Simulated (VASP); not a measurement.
# Ti (Fm-3m) in VASP: single point with PBEsol

Aim: the single point of Ti with PBEsol.

All numbers are computed with VASP 6.6.1; they aren't measurements. Logs are shortened: lines on timing, memory, paths and dates and some standing lists are left out, and cuts for length are marked.

### 1 The cell of the first run

Symmetry: Fm-3m, No. 225, cubic system. Conventional cell: a = 4.060 Å, b = 4.060 Å, c = 4.060 Å, α = 90.00°, β = 90.00°, γ = 90.00°. Ti (site symmetry m-3m) has 12 Ti at 2.87 Å within 3.8 Å.

### 2 Single point, PBEsol

File INCAR:

```
SYSTEM = Ti
PREC = Accurate
ENCUT = 500
EDIFF = 1E-6
ISMEAR = 1
SIGMA = 0.15
LREAL = .FALSE.
LASPH = .TRUE.
NELM = 120
ALGO = Normal
ISIF = 2
LWAVE = .FALSE.
LCHARG = .FALSE.
GGA = PS
NBANDS = 12
GGA_COMPAT = .FALSE.
```

File KPOINTS:

```
regular mesh
0
G
  6 6 6
  0 0 0
```

File POSCAR:

```
Ti
1.0
    0.0000000000      2.0300000000      2.0300000000
    2.0300000000      0.0000000000      2.0300000000
    2.0300000000      2.0300000000      0.0000000000
Ti
1
Direct
    0.0000000000      0.0000000000      0.0000000000
```

Potentials or basis: VASP PAW PBE potentials, release 64 (Ti_sv).

Command:

```sh
> cat potpaw_PBE.64/Ti_sv/POTCAR > POTCAR
> mpirun -np 1 vasp_std > vasp.out
```

OUTCAR:

```text
SYSTEM = Ti
   PREC = Accurate
   ENCUT = 500
   EDIFF = 1E-6
   ISMEAR = 1
   LREAL = .FALSE.
   LASPH = .TRUE.
   NELM = 120
   ISIF = 2
   GGA = PS

 ion  position               nearest neighbor table
   1  0.000  0.000  0.000-

  LATTYP: Found a face centered cubic cell.
 ALAT       =     4.0600000000

  Lattice vectors:

 A1 = (   0.0000000000,   2.0300000000,   2.0300000000)
 A2 = (   2.0300000000,   0.0000000000,   2.0300000000)
 A3 = (   2.0300000000,   2.0300000000,   0.0000000000)

Analysis of symmetry for initial positions (statically):
=====================================================================
 Subroutine PRICEL returns:
 Original cell was already a primitive cell.

 Routine SETGRP: Setting up the symmetry group for a
 face centered cubic supercell.

 Subroutine GETGRP returns: Found 48 space group operations
[... 9 lines left out ...]

 Routine SETGRP: Setting up the symmetry group for a
 face centered cubic supercell.

 Subroutine GETGRP returns: Found 48 space group operations
[... 11 lines left out ...]
                                     Primitive cell

  volume of cell :      16.7309

  direct lattice vectors                    reciprocal lattice vectors
     0.000000000  2.030000000  2.030000000    -0.246305419  0.246305419  0.246305419
     2.030000000  0.000000000  2.030000000     0.246305419 -0.246305419  0.246305419
     2.030000000  2.030000000  0.000000000     0.246305419  0.246305419 -0.246305419

  length of vectors
     2.870853532  2.870853532  2.870853532     0.426613499  0.426613499  0.426613499

  position of ions in fractional coordinates (direct lattice)
     0.000000000  0.000000000  0.000000000

  ion indices of the primitive-cell ions
   primitive index   ion index
                 1           1

----------------------------------------------------------------------------------------

 KPOINTS: regular mesh

Automatic generation of k-mesh.
 Grid dimensions read from file:
 generate k-points for:    6    6    6

 Generating k-lattice:

  Cartesian coordinates                     Fractional coordinates (reciprocal lattice)
    -0.041050903  0.041050903  0.041050903     0.166666667  0.000000000  0.000000000
     0.041050903 -0.041050903  0.041050903     0.000000000  0.166666667  0.000000000
     0.041050903  0.041050903 -0.041050903     0.000000000  0.000000000  0.166666667

  Length of vectors
     0.071102250  0.071102250  0.071102250

  Shift w.r.t. Gamma in fractional coordinates (k-lattice)
     0.000000000  0.000000000  0.000000000

 Subroutine IBZKPT returns following result:
 ===========================================

 Found     16 irreducible k-points:

 Following reciprocal coordinates:
            Coordinates               Weight
  0.000000  0.000000  0.000000      1.000000
  0.166667  0.000000  0.000000      8.000000
  0.333333  0.000000  0.000000      8.000000
  0.500000  0.000000  0.000000      4.000000
  0.166667  0.166667  0.000000      6.000000
  0.333333  0.166667  0.000000     24.000000
[... 8 lines left out ...]
 -0.333333  0.333333  0.166667     24.000000
 -0.333333  0.500000  0.166667     12.000000
   k-points           NKPTS =     16   k-points in BZ     NKDIM =     16   number of bands    NBANDS=     12
   number of dos      NEDOS =    301   number of ions     NIONS =      1
   total plane-waves  NPLWV =  13824
   dimension x,y,z NGX =    24 NGY =   24 NGZ =   24
   dimension x,y,z NGXF=    48 NGYF=   48 NGZF=   48
   ions per type =               1
   NGX,Y,Z   is equivalent  to a cutoff of  13.90, 13.90, 13.90 a.u.
   NGXF,Y,Z  is equivalent  to a cutoff of  27.80, 27.80, 27.80 a.u.
 SYSTEM =  Ti
   PREC   = accura    normal or accurate (medium, high low for compatibility)
   ISTART =      0    job   : 0-new  1-cont  2-samecut
   ICHARG =      2    charge: 1-file 2-atom 10-const
   ISPIN  =      1    spin polarized calculation?
   LNONCOLLINEAR =      F non collinear calculations
   LSORBIT =      F    spin-orbit coupling
   LASPH  =      T    aspherical Exc in radial PAW
   ENCUT  =  500.0 eV  36.75 Ry    6.06 a.u.   5.23  5.23  5.23*2*pi/ulx,y,z
   NELM   =    120;   NELMIN=  2; NELMDL= -5     # of ELM steps
   EDIFF  = 0.1E-05   stopping-criterion for ELM
   LREAL  =      F    real-space projection
   EDIFFG = 0.1E-04   stopping-criterion for IOM
   NSW    =      0    number of steps for IOM
   IBRION =     -1    ionic relax: 0-MD 1-quasi-New 2-CG
   NFREE  =      0    steps in history (QN), initial steepest desc. (CG)
   ISIF   =      2    stress and relaxation
   ISYM   =      2    0-nonsym 1-usesym 2-fastsym
   POTIM  = 0.5000    time-step for ionic-motion
   TEBEG  =    0.0;   TEEND  =   0.0 temperature during run
   PSTRESS=    0.0 pullay stress
   NELECT =      12.0000    total number of electrons
   NUPDOWN=      -1.0000    fix difference up-down
   EMIN   =  10.00;   EMAX   =-10.00  energy-range for DOS
   EFERMI =   0.00;   METHOD = LEGACY
   ISMEAR =     1;   SIGMA  =   0.15  broadening in eV -4-tet -1-fermi 0-gaus
   EFERMI_NEDOS =   21; number of points for ismear=-14 and -15
   IALGO  =     38    algorithm
   IMIX   =      4    mixing-type and parameters
     AMIX     =   0.40;   BMIX     =  1.00
     AMIX_MAG =   1.60;   BMIX_MAG =  1.00
  volume/ion in A,a.u.               =      16.73       112.91
  Fermi-wavevector in a.u.,A,eV,Ry     =   1.465421  2.769245 29.217967  2.147460
  Thomas-Fermi vector in A             =   2.581280
   LORBIT       =      0    0 simple, 1 ext, 2 COOP (PROOUT), +10 PAW based schemes
   GGA     = PS    functional components
   LHFCALC =     F    Hartree Fock is set to
   AEXX    =    0.0000 exact exchange contribution
   IVDW    =     0    specifies the selected vdW correction
   LEPSILON=     F    determine dielectric tensor
   LRPA    =     F    only Hartree local field effects (RPA)
 non-spin polarized calculation
 Methfessel and Paxton  Order N= 1 SIGMA  =   0.15
  energy-cutoff  :      500.00
  volume of cell :       16.73
 maximum number of plane-waves:       444
 NGX is ok and might be reduce to    24
   NGX = 11   NGY = 11   NGZ = 11

 number of electron      12.0000002 magnetization

 Free energy of the ion-electron system (eV)
  ---------------------------------------------------
  ext. energy  EPLUGINS =         0.00000000
  ---------------------------------------------------
  free energy    TOTEN  =        -8.27621492 eV

  energy without entropy =       -8.27036344  energy(sigma->0) =       -8.27426443

 E-fermi :   8.4613     XC(G=0): -11.8194

 val. band max:        8.4132956098   @ k =  -0.3333   0.3333   0.1667
 cond. band min:       8.5017156900   @ k =   0.5000   0.3333   0.1667
 fundamental gap:      0.0884200802
 Fermi energy:         8.4612895249

 k-point     1 :       0.0000    0.0000    0.0000
  band No.  band energies     occupation
      1     -47.9507      2.00000
      2     -23.8567      2.00000
      3     -23.8567      2.00000
      4     -23.8567      2.00000
      5       2.3093      2.00000
      6       9.3738     -0.00000
      7       9.3738     -0.00000
      8       9.3738     -0.00000
      9      11.0808     -0.00000
     10      11.0808     -0.00000
     11      23.9674      0.00000
     12      28.5898      0.00000

 k-point     2 :       0.1667    0.0000    0.0000
  band No.  band energies     occupation
      1     -47.9149      2.00000
      2     -24.0536      2.00000
      3     -23.8812      2.00000
      4     -23.8812      2.00000
      5       3.1984      2.00000
      6       8.8876     -0.00044
      7       9.6217     -0.00000
      8       9.6217     -0.00000
      9      10.9704     -0.00000
     10      10.9704     -0.00000
     11      23.9340      0.00000
     12      25.1790      0.00000

 k-point     3 :       0.3333    0.0000    0.0000
  band No.  band energies     occupation
      1     -47.8425      2.00000
      2     -24.4353      2.00000
      3     -23.9298      2.00000
      4     -23.9298      2.00000
      5       5.0979      2.00000
      6       8.5018      0.56122
      7       9.4747     -0.00000
      8       9.4747     -0.00000
      9      11.6117      0.00000
     10      11.6117      0.00000
     11      19.6095      0.00000
     12      24.0910      0.00000

 k-point     4 :       0.5000    0.0000    0.0000
  band No.  band energies     occupation
      1     -47.8059      2.00000
      2     -24.6207      2.00000
      3     -23.9540      2.00000
      4     -23.9540      2.00000
      5       5.8031      2.00000
      6       9.2344     -0.00000
      7       9.2433     -0.00000
      8       9.2433     -0.00000
      9      12.2238      0.00000
     10      12.2238      0.00000
     11      17.0508      0.00000
     12      23.2306      0.00000

 k-point     5 :       0.1667    0.1667    0.0000
  band No.  band energies     occupation
      1     -47.9030      2.00000
      2     -24.0475      2.00000
      3     -23.9242      2.00000
      4     -23.9242      2.00000
      5       3.4809      2.00000
      6       8.5551      0.13792
      7       9.9270     -0.00000
      8       9.9270     -0.00000
      9      10.2768     -0.00000
     10      11.3445     -0.00000
     11      24.9323      0.00000
     12      25.7690      0.00000
[... 108 lines left out ...]
      1     -47.7590      2.00000
      2     -24.5680      2.00000
      3     -24.1238      2.00000
      4     -24.1238      2.00000
      5       5.7711      2.00000
      6       6.6643      2.00000
      7      11.5043      0.00000
      8      12.2067      0.00000
      9      12.5239      0.00000
     10      12.5239      0.00000
     11      19.4795      0.00000
     12      20.5936      0.00000

 k-point    14 :       0.5000    0.3333    0.1667
  band No.  band energies     occupation
      1     -47.7946      2.00000
      2     -24.4237      2.00000
      3     -24.1599      2.00000
      4     -24.0201      2.00000
      5       6.4403      2.00000
      6       7.6672      2.00000
      7       8.5017      0.56170
      8      10.8437     -0.00000
      9      11.4272     -0.00000
     10      13.3575      0.00000
     11      20.5684      0.00000
     12      20.6227      0.00000

 k-point    15 :      -0.3333    0.3333    0.1667
  band No.  band energies     occupation
      1     -47.7704      2.00000
      2     -24.4448      2.00000
      3     -24.2520      2.00000
      4     -24.0624      2.00000
      5       7.2485      2.00000
      6       7.4326      2.00000
      7       8.4133      1.51204
      8      10.5383     -0.00000
      9      12.1027      0.00000
     10      15.4434      0.00000
     11      16.8576      0.00000
     12      21.2450      0.00000

 k-point    16 :      -0.3333    0.5000    0.1667
  band No.  band energies     occupation
      1     -47.7586      2.00000
      2     -24.4592      2.00000
      3     -24.2372      2.00000
      4     -24.1327      2.00000
      5       6.5292      2.00000
      6       7.3069      2.00000
      7       9.1428     -0.00000
      8      11.1392     -0.00000
      9      12.5261      0.00000
     10      15.4750      0.00000
     11      18.8120      0.00000
     12      19.5314      0.00000

------------------------ aborting loop because EDIFF is reached ----------------------------------------

  FORCE on cell =-STRESS in cart. coord.  units (eV):
  Direction    XX          YY          ZZ          XY          YZ          ZX
  --------------------------------------------------------------------------------------
  -------------------------------------------------------------------------------------
  Total        0.0025611      0.0025611      0.0025611      0.0000000     -0.0000000      0.0000000
  in kB        0.2452595      0.2452595      0.2452595      0.0000000     -0.0000000      0.0000000
  external PRESSURE =       0.2452595 kB  Pullay stress =       0.0000000 kB

 VOLUME and BASIS-vectors are now :
 -----------------------------------------------------------------------------
  energy-cutoff  :      500.00
  volume of cell :       16.73
      direct lattice vectors                 reciprocal lattice vectors
     0.000000000  2.030000000  2.030000000    -0.246305419  0.246305419  0.246305419
     2.030000000  0.000000000  2.030000000     0.246305419 -0.246305419  0.246305419
     2.030000000  2.030000000  0.000000000     0.246305419  0.246305419 -0.246305419

 POSITION                                       TOTAL-FORCE (eV/Angst)
 -----------------------------------------------------------------------------------
      0.00000      0.00000      0.00000         0.000000      0.000000      0.000000
 -----------------------------------------------------------------------------------
    total drift:                                0.000000      0.000000     -0.000000

  FREE ENERGIE OF THE ION-ELECTRON SYSTEM (eV)
  ---------------------------------------------------
  free  energy   TOTEN  =        -8.2762149179 eV

  energy  without entropy=       -8.2703634405  energy(sigma->0) =       -8.27426443
```

It took 5 s on 1 thread of Intel Xeon Platinum 8488C (Sapphire Rapids), shared host; peak memory 0.13 GiB.

What came out:

```yaml
Free_energy: -8.2762 eV
Pressure: 0.0 GPa
Band_gap_on_the_k_mesh: zero (band 6 reaches 9.37 eV, above the bottom of band 7 at 8.41 eV)
```

Caveat: the k points lie up to 0.45 Å⁻¹ apart; the PAW data sets were made with another functional, which shifts forces and pressure a little.
